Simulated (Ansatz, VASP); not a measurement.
**PtSe2 in VASP and in Ansatz**

```
Pt Se
1.0
     3.72865    0.00000    0.00000
    -1.86433    3.22911    0.00000
     0.00000    0.00000    5.27716
Pt Se
1 2
Direct
  0.00000 0.00000 0.00000
  0.33333 0.66667 0.24622
  0.66667 0.33333 0.75378
```

Alike in both runs: task single point; functional LDA; k mesh 12 × 12 × 6; occupations fermi-dirac, width 0.02 eV; no spin polarisation.

|  | VASP | Ansatz |
| --- | --- | --- |
| version | VASP 6.6.1 | Ansatz 0.2.0 |
| potentials or method | VASP PAW LDA potentials, release 64 (Pt, Se) | plane waves, PAW |
| plane-wave cutoff (eV) | 520 | 420 |
| valence electrons in the cell | 22 | 50 |

|  | VASP | Ansatz | Ansatz less VASP |
| --- | --- | --- | --- |
| pressure (GPa) | -3.2 | -3.5 | -0.36 |
| traceless stress, the component that is largest in VASP (GPa) | -0.80 | -0.69 | +0.108 |
| rms of the force components (eV/Å) | 0.096 | 0.118 | +0.0220 |

LDA's correlation is that of Perdew and Zunger in VASP and of Perdew and Wang (1992) in Ansatz. Atom by atom the forces differ by 0.022 eV/Å (rms over components). VASP's potentials hold 22 valence electrons a cell and Ansatz's 50, so a difference there can come from the potentials and not from the codes.

Neither program's run includes spin-orbit coupling.
